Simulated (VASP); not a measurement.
**Sr: single point with PBEsol**

Crystal: Sr.

```
Sr
1.0
     0.00000    3.19447    3.11841
     3.19447    0.00000    3.11841
     3.19447    3.19447    0.00000
Sr
1
Direct
  0.00000 0.00000 0.00000
```

This cell differs from its parent crystal: strain +0.050 along x and y, +0.025 along z.

```yaml
Program: VASP 6.6.1
Task: single point
Functional: PBEsol
Potentials_or_basis: VASP PAW PBE potentials, release 64 (Sr_sv)
Cutoff: 520 eV
k_mesh: 10 × 10 × 10
Occupations: gaussian, width 0.03 eV
Spin: no spin polarisation
```

| Item | Value |
| --- | --- |
| Pressure | -1.7 GPa |
| Band gap on the k mesh | zero (bands 5 and 6 overlap by 0.16 eV) |

Levels at points of the mesh, in eV from the Fermi level:
```
           k point  band 2  band 3  band 4  band 5  band 6  band 7  band 8  band 9
(0.00, 0.00, 0.00)  -18.77  -18.77  -18.77   -3.44    2.13    2.13    2.24    3.33
(0.50, 0.00, 0.00)  -18.88  -18.79  -18.78   -1.08   -0.07    1.97    2.11    4.26
(0.50, 0.50, 0.00)  -18.88  -18.81  -18.81   -0.46    0.40    0.90    4.30    4.53
(0.50, 0.00, 0.50)  -18.88  -18.81  -18.81   -0.54    0.45    0.72    4.28    4.49
```

It took 23 s on 1 thread of Intel(R) Xeon(R) 6975P-C (Granite Rapids), with other jobs on the host, peak memory 0.24 GiB.

Caveat: the cell differs from its parent crystal (strain +0.050 along x and y, +0.025 along z); the PAW data sets were made with another functional, which shifts forces and pressure a little.
